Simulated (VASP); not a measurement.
# SnPb3O4 (Pmm2) in VASP: further runs

The runs below take SnPb3O4 through single point, with PBE, PBE+D3(BJ).

Program: VASP 6.6.1. These are calculated values, not measurements. Logs are shortened: lines on timing, memory, paths and dates and some standing lists are left out, and cuts for length are marked.

## Step 1: The cell of the first run

It takes space group Pmm2 (No. 25, orthorhombic). Conventional cell: a = 3.926 Å, b = 7.858 Å, c = 4.961 Å, α = 90.00°, β = 90.00°, γ = 90.00°. Within 2.9 Å of Sn (site symmetry mm2) lie 4 O at 2.16 to 2.21 Å. Within 3.1 Å of Pb (site symmetry m) lie 4 O at 2.32 to 2.33 Å. Pb (site symmetry mm2) has 4 O at 2.30 to 2.35 Å within 3.0 Å. O (site symmetry m) has 1 Sn at 2.16 Å and 3 Pb at 2.33 to 2.35 Å and 4 O at 2.72 to 2.84 Å within 2.9 Å. Within 2.9 Å of O (site symmetry mm2) lie 2 Sn at 2.21 Å and 2 Pb at 2.32 Å and 4 O at 2.72 Å. O (site symmetry mm2) has 4 Pb at 2.30 to 2.33 Å and 4 O at 2.84 Å within 3.0 Å.

## Step 2: Single point, PBE

INCAR

```
SYSTEM = SnPb3O4
PREC = Accurate ; ENCUT = 520
EDIFF = 1E-6 ; ISMEAR = -1
SIGMA = 0.02 ; LREAL = .False.
LASPH = .True. ; NELM = 80
ALGO = Normal ; ISIF = 2
LWAVE = .False. ; LCHARG = .False.
GGA = PE ; NBANDS = 50
```

KPOINTS

```
Automatic mesh
0
Gamma
  6 4 6
  0 0 0
```

POSCAR

```
SnPb3O4
1.0
    3.9259003800      0.0000000000      0.0000000000
    0.0000000000      7.8583871409      0.0000000000
    0.0000000000      0.0000000000      4.9612811066
Sn Pb O
1 3 4
Direct
    0.5000000000      0.0000000000      0.7782188788
    0.0000000000      0.2446887660      0.2440958842
    0.5000000000      0.5000000000      0.7614213858
    0.0000000000      0.7553112340      0.2440958842
    0.5000000000      0.2387145427     -0.0069060733
    0.0000000000      0.0000000000     -0.0177110607
    0.5000000000      0.7612854573     -0.0069060733
    0.0000000000      0.5000000000      0.0036911740
```

Potentials or basis: VASP PAW PBE potentials, release 64 (Sn_d, Pb_d, O).

Run with:

```bash
> cat potpaw_PBE.64/Sn_d/POTCAR potpaw_PBE.64/Pb_d/POTCAR potpaw_PBE.64/O/POTCAR > POTCAR
> mpirun -np 1 vasp_std > vasp.out
```

OUTCAR:

```text
SYSTEM = SnPb3O4
   PREC = Accurate
   ENCUT = 520
   EDIFF = 1E-6
   ISMEAR = -1
   LREAL = .False.
   LASPH = .True.
   NELM = 80
   ISIF = 2
   GGA = PE

 ion  position               nearest neighbor table
   1  0.500  0.000  0.778-   5 2.16   7 2.16   6 2.21   6 2.21   2 3.59   2 3.59   4 3.59   4 3.59
                             4 3.82   2 3.82   2 3.82   4 3.82   3 3.93   3 3.93
   2  0.000  0.245  0.244-   6 2.32   5 2.33   5 2.33   8 2.33   1 3.59   1 3.59   3 3.69   3 3.69
                             3 3.80   3 3.80   1 3.82   1 3.82   4 3.85   4 4.01
   3  0.500  0.500  0.761-   8 2.30   8 2.30   5 2.35   7 2.35   2 3.69   2 3.69   4 3.69   4 3.69
                             4 3.80   2 3.80   2 3.80   4 3.80   1 3.93   1 3.93
   4  0.000  0.755  0.244-   6 2.32   7 2.33   7 2.33   8 2.33   1 3.59   1 3.59   3 3.69   3 3.69
                             3 3.80   3 3.80   1 3.82   1 3.82   2 3.85   2 4.01
   5  0.500  0.239  0.993-   1 2.16   2 2.33   2 2.33   3 2.35
   6  0.000  0.000  0.982-   1 2.21   1 2.21   4 2.32   2 2.32
   7  0.500  0.761  0.993-   1 2.16   4 2.33   4 2.33   3 2.35
   8  0.000  0.500  0.004-   3 2.30   3 2.30   4 2.33   2 2.33

  LATTYP: Found a simple orthorhombic cell.
 ALAT       =     3.9259003800
 B/A-ratio  =     1.2637307691
 C/A-ratio  =     2.0016776740

  Lattice vectors:

 A1 = (  -3.9259003800,   0.0000000000,   0.0000000000)
 A2 = (   0.0000000000,   0.0000000000,   4.9612811066)
 A3 = (   0.0000000000,   7.8583871409,   0.0000000000)

Analysis of symmetry for initial positions (statically):
=====================================================================
 Subroutine PRICEL returns:
 Original cell was already a primitive cell.

 Routine SETGRP: Setting up the symmetry group for a
 simple orthorhombic supercell.

 Subroutine GETGRP returns: Found  4 space group operations
 (whereof  4 operations were pure point group operations)
 out of a pool of  8 trial point group operations.

The static configuration has the point symmetry C_2v.

Analysis of symmetry for dynamics (positions and initial velocities):
=====================================================================
 Subroutine PRICEL returns:
 Original cell was already a primitive cell.

 Routine SETGRP: Setting up the symmetry group for a
 simple orthorhombic supercell.

 Subroutine GETGRP returns: Found  4 space group operations
 (whereof  4 operations were pure point group operations)
 out of a pool of  8 trial point group operations.

The dynamic configuration has the point symmetry C_2v.

 Subroutine INISYM returns: Found  4 space group operations
 (whereof  4 operations are pure point group operations),
 and found     1 'primitive' translations

----------------------------------------------------------------------------------------

                                     Primitive cell

  volume of cell :     153.0617

  direct lattice vectors                    reciprocal lattice vectors
     3.925900380  0.000000000  0.000000000     0.254718639  0.000000000  0.000000000
     0.000000000  7.858387141  0.000000000     0.000000000  0.127252575  0.000000000
     0.000000000  0.000000000  4.961281107     0.000000000  0.000000000  0.201560843

  length of vectors
     3.925900380  7.858387141  4.961281107     0.254718639  0.127252575  0.201560843

  position of ions in fractional coordinates (direct lattice)
     0.500000000  0.000000000  0.778218879
     0.000000000  0.244688766  0.244095884
     0.500000000  0.500000000  0.761421386
     0.000000000  0.755311234  0.244095884
     0.500000000  0.238714543  0.993093927
     0.000000000  0.000000000  0.982288939
     0.500000000  0.761285457  0.993093927
     0.000000000  0.500000000  0.003691174

  ion indices of the primitive-cell ions
   primitive index   ion index
                 1           1
                 2           2
                 3           3
                 4           4
                 5           5
                 6           6
                 7           7
                 8           8

----------------------------------------------------------------------------------------

 KPOINTS: Automatic mesh

Automatic generation of k-mesh.
 Grid dimensions read from file:
 generate k-points for:    6    4    6

 Generating k-lattice:

  Cartesian coordinates                     Fractional coordinates (reciprocal lattice)
     0.042453106  0.000000000  0.000000000     0.166666667  0.000000000  0.000000000
     0.000000000  0.031813144  0.000000000     0.000000000  0.250000000  0.000000000
     0.000000000  0.000000000  0.033593474     0.000000000  0.000000000  0.166666667

  Length of vectors
     0.042453106  0.031813144  0.033593474

  Shift w.r.t. Gamma in fractional coordinates (k-lattice)
     0.000000000  0.000000000  0.000000000

 Subroutine IBZKPT returns following result:
 ===========================================

 Found     48 irreducible k-points:

 Following reciprocal coordinates:
            Coordinates               Weight
  0.000000  0.000000  0.000000      1.000000
  0.166667  0.000000  0.000000      2.000000
  0.333333  0.000000  0.000000      2.000000
  0.500000  0.000000  0.000000      1.000000
  0.000000  0.250000  0.000000      2.000000
  0.166667  0.250000  0.000000      4.000000
[... 16 lines left out ...]
  0.333333  0.500000  0.166667      4.000000
  0.500000  0.500000  0.166667      2.000000
 [... further k-points ...]
   k-points           NKPTS =     48   k-points in BZ     NKDIM =     48   number of bands    NBANDS=     50
   number of dos      NEDOS =    301   number of ions     NIONS =      8
   total plane-waves  NPLWV =  72000
   dimension x,y,z NGX =    30 NGY =   60 NGZ =   40
   dimension x,y,z NGXF=    60 NGYF=  120 NGZF=   80
   ions per type =               1   3   4
   NGX,Y,Z   is equivalent  to a cutoff of  12.70, 12.69, 13.40 a.u.
   NGXF,Y,Z  is equivalent  to a cutoff of  25.41, 25.39, 26.81 a.u.
 SYSTEM =  SnPb3O4
   PREC   = accura    normal or accurate (medium, high low for compatibility)
   ISTART =      0    job   : 0-new  1-cont  2-samecut
   ICHARG =      2    charge: 1-file 2-atom 10-const
   ISPIN  =      1    spin polarized calculation?
   LNONCOLLINEAR =      F non collinear calculations
   LSORBIT =      F    spin-orbit coupling
   LASPH  =      T    aspherical Exc in radial PAW
   ENCUT  =  520.0 eV  38.22 Ry    6.18 a.u.   7.30 14.61  9.22*2*pi/ulx,y,z
   NELM   =     80;   NELMIN=  2; NELMDL= -5     # of ELM steps
   EDIFF  = 0.1E-05   stopping-criterion for ELM
   LREAL  =      F    real-space projection
   EDIFFG = 0.1E-04   stopping-criterion for IOM
   NSW    =      0    number of steps for IOM
   IBRION =     -1    ionic relax: 0-MD 1-quasi-New 2-CG
   NFREE  =      0    steps in history (QN), initial steepest desc. (CG)
   ISIF   =      2    stress and relaxation
   ISYM   =      2    0-nonsym 1-usesym 2-fastsym
   POTIM  = 0.5000    time-step for ionic-motion
   TEBEG  =    0.0;   TEEND  =   0.0 temperature during run
   PSTRESS=    0.0 pullay stress
   NELECT =      80.0000    total number of electrons
   NUPDOWN=      -1.0000    fix difference up-down
   EMIN   =  10.00;   EMAX   =-10.00  energy-range for DOS
   EFERMI =   0.00;   METHOD = LEGACY
   ISMEAR =    -1;   SIGMA  =   0.02  broadening in eV -4-tet -1-fermi 0-gaus
   EFERMI_NEDOS =   21; number of points for ismear=-14 and -15
   IALGO  =     38    algorithm
   IMIX   =      4    mixing-type and parameters
     AMIX     =   0.40;   BMIX     =  1.00
     AMIX_MAG =   1.60;   BMIX_MAG =  1.00
  volume/ion in A,a.u.               =      19.13       129.11
  Fermi-wavevector in a.u.,A,eV,Ry     =   1.318710  2.492001 23.660480  1.738996
  Thomas-Fermi vector in A             =   2.448660
   LORBIT       =      0    0 simple, 1 ext, 2 COOP (PROOUT), +10 PAW based schemes
   GGA     = PE    functional components
   LHFCALC =     F    Hartree Fock is set to
   AEXX    =    0.0000 exact exchange contribution
   IVDW    =     0    specifies the selected vdW correction
   LEPSILON=     F    determine dielectric tensor
   LRPA    =     F    only Hartree local field effects (RPA)
 non-spin polarized calculation
  energy-cutoff  :      520.00
  volume of cell :      153.06
 maximum number of plane-waves:      4158
 NGX is ok and might be reduce to    30
   NGX = 15   NGY = 29   NGZ = 19

 number of electron      79.9999997 magnetization

 Free energy of the ion-electron system (eV)
  ---------------------------------------------------
  ext. energy  EPLUGINS =         0.00000000
  ---------------------------------------------------
  free energy    TOTEN  =       -43.52176791 eV

  energy without entropy =      -43.52176791  energy(sigma->0) =      -43.52176791

 E-fermi :   6.2342     XC(G=0):  -9.9771

 val. band max:        5.8353357908   @ k =   0.0000   0.5000   0.0000
 cond. band min:       6.6206621340   @ k =   0.5000   0.0000   0.0000
 fundamental gap:      0.7853263432
 Fermi energy:         6.2341751283

 k-point     1 :       0.0000    0.0000    0.0000
  band No.  band energies     occupation
      1     -15.1365      2.00000
      2     -15.0002      2.00000
      3     -14.8542      2.00000
      4     -14.8301      2.00000
      5     -14.8301      2.00000
      6     -13.2247      2.00000
[... 42 lines left out ...]
     49      12.1446      0.00000
     50      12.2215      0.00000

 k-point     2 :       0.1667    0.0000    0.0000
  band No.  band energies     occupation
      1     -15.1162      2.00000
      2     -14.9992      2.00000
      3     -14.8897      2.00000
      4     -14.8339      2.00000
      5     -14.8182      2.00000
      6     -13.1141      2.00000
[... 42 lines left out ...]
     49      11.7160      0.00000
     50      12.2410      0.00000

 k-point     3 :       0.3333    0.0000    0.0000
  band No.  band energies     occupation
      1     -15.0727      2.00000
      2     -14.9972      2.00000
      3     -14.9493      2.00000
      4     -14.8415      2.00000
      5     -14.8050      2.00000
      6     -12.8464      2.00000
[... 42 lines left out ...]
     49      12.2938      0.00000
     50      12.4263      0.00000

 k-point     4 :       0.5000    0.0000    0.0000
  band No.  band energies     occupation
      1     -15.0439      2.00000
      2     -14.9962      2.00000
      3     -14.9847      2.00000
      4     -14.8453      2.00000
      5     -14.7987      2.00000
      6     -12.6862      2.00000
[... 999 lines left out ...]
 k-point    23 :       0.3333    0.5000    0.1667
  band No.  band energies     occupation
      1     -15.0721      2.00000
      2     -14.9990      2.00000
      3     -14.9483      2.00000
      4     -14.8414      2.00000
      5     -14.8044      2.00000
      6     -12.7865      2.00000
[... 42 lines left out ...]
     49      12.7031      0.00000
     50      12.8875      0.00000

 k-point    24 :       0.5000    0.5000    0.1667
  band No.  band energies     occupation
      1     -15.0446      2.00000
      2     -14.9975      2.00000
      3     -14.9824      2.00000
      4     -14.8452      2.00000
      5     -14.7980      2.00000
      6     -12.6844      2.00000
[... 42 lines left out ...]
     49      13.1398      0.00000
     50      13.2782      0.00000

 [... further k-points ...]

------------------------ aborting loop because EDIFF is reached ----------------------------------------

  FORCE on cell =-STRESS in cart. coord.  units (eV):
  Direction    XX          YY          ZZ          XY          YZ          ZX
  --------------------------------------------------------------------------------------
  -------------------------------------------------------------------------------------
  Total        4.9143033      4.9019037      3.9061017      0.0000000      0.0000000      0.0000000
  in kB       51.4405980     51.3108047     40.8872210      0.0000000      0.0000000      0.0000000
  external PRESSURE =      47.8795412 kB  Pullay stress =       0.0000000 kB

 VOLUME and BASIS-vectors are now :
 -----------------------------------------------------------------------------
  energy-cutoff  :      520.00
  volume of cell :      153.06
      direct lattice vectors                 reciprocal lattice vectors
     3.925900380  0.000000000  0.000000000     0.254718639  0.000000000  0.000000000
     0.000000000  7.858387141  0.000000000     0.000000000  0.127252575  0.000000000
     0.000000000  0.000000000  4.961281107     0.000000000  0.000000000  0.201560843

 POSITION                                       TOTAL-FORCE (eV/Angst)
 -----------------------------------------------------------------------------------
      1.96295      0.00000      3.86096         0.000000      0.000000     -0.570299
      0.00000      1.92286      1.21103        -0.000000      0.001791      0.412263
      1.96295      3.92919      3.77763         0.000000      0.000000     -0.382586
      0.00000      5.93553      1.21103        -0.000000     -0.001791      0.412263
      1.96295      1.87591      4.92702         0.000000      0.093077      0.035367
      0.00000      0.00000      4.87341         0.000000      0.000000      0.026724
      1.96295      5.98248      4.92702         0.000000     -0.093077      0.035367
      0.00000      3.92919      0.01831         0.000000      0.000000      0.030901
 -----------------------------------------------------------------------------------
    total drift:                                0.000000     -0.000000     -0.000650

  FREE ENERGIE OF THE ION-ELECTRON SYSTEM (eV)
  ---------------------------------------------------
  free  energy   TOTEN  =       -43.5217679148 eV

  energy  without entropy=      -43.5217679147  energy(sigma->0) =      -43.52176791
```

It took 7.1 min on 1 thread of Oxide Virtual Turin-like, shared host; peak memory 0.43 GiB.

What came out:

```yaml
Free_energy: -43.5218 eV
Pressure: 4.8 GPa
Largest_force: 0.570 eV/Å
Band_gap_on_the_k_mesh: 0.79 eV (least direct gap 2.14 eV)
```

Forces in eV/Å, atoms in the order of the input:
```
Sn   0.000  0.000 -0.570
Pb   0.000  0.002  0.412
Pb   0.000  0.000 -0.383
Pb   0.000 -0.002  0.412
O    0.000  0.093  0.035
O    0.000  0.000  0.027
O    0.000 -0.093  0.035
O    0.000  0.000  0.031
```

Stress tensor (GPa, compression positive):
```
5.14 0.00 0.00
0.00 5.13 0.00
0.00 0.00 4.09
```

Caveat: the cell stands under pressure; spin-orbit coupling is left out, which moves the levels of the heavy elements. A k mesh can miss the band edges.

[end of part 1 of 2]
